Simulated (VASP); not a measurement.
Crystal: AlH7.

```xyz
8
Lattice="0.0000 3.5978 3.5978 3.5978 0.0000 3.5978 3.5978 3.5978 0.0000" Properties=species:S:1:pos:R:3 pbc="T T T"
Al    0.0000    0.0000    0.0000
H     3.5978    3.5978    3.5978
H     1.7989    1.7989    0.0000
H     1.7989    3.5978    1.7989
H     3.5978    1.7989    1.7989
H     1.7989    1.7989    3.5978
H     1.7989    0.0000    1.7989
H     0.0000    1.7989    1.7989
```

The cell was generated, and may not be a known phase.

* Program: VASP 6.6.1
* Task: relaxation of cell and atoms
* Functional: PBE
* Potentials or basis: VASP PAW PBE potentials, release 64 (Al, H)
* Cutoff: 500 eV
* k mesh: 4 × 4 × 4
* Occupations: gaussian, width 0.2 eV
* Spin: no spin polarisation

At the start: pressure -17.3 GPa; volume 11.64 Å³/atom.

Problem. Where does the relaxation end?

Solution. Over 5 steps the energy falls by 727.0 meV/atom and the volume is 4.87 Å³/atom (-58.1 %); space group Fm-3m (No. 225, to 0.1 Å) before and after.

Step by step:
| step | energy change (eV) | largest force (eV/Å) | pressure (GPa) | volume (Å³) |
| --- | --- | --- | --- | --- |
| 1 | 0.0000 | 0.0000 | -17.30 | 93.14 |
| 2 | -1.8442 | 0.0000 | -19.65 | 77.20 |
| 3 | -5.7986 | 0.0000 | -3.54 | 40.46 |
| 4 | -5.7987 | 0.0000 | 3.97 | 37.49 |
| 5 | -5.8160 | 0.0000 | -0.13 | 38.99 |

Final structure:
```
CELL_PARAMETERS angstrom
0.00000 2.69134 2.69134
2.69134 0.00000 2.69134
2.69134 2.69134 0.00000
ATOMIC_POSITIONS crystal
Al 0.00000 0.00000 0.00000
H 0.50000 0.50000 0.50000
H 0.00000 0.00000 0.50000
H 0.50000 0.00000 0.50000
H 0.00000 0.50000 0.50000
H 0.50000 0.50000 0.00000
H 0.00000 0.50000 0.00000
H 0.50000 0.00000 0.00000
```

Caveat: the k points lie up to 0.51 Å⁻¹ apart in the final cell, too coarse for converged energies and pressures of a metal; the volume moved by over 15 % at a fixed basis, so the end points are rough.
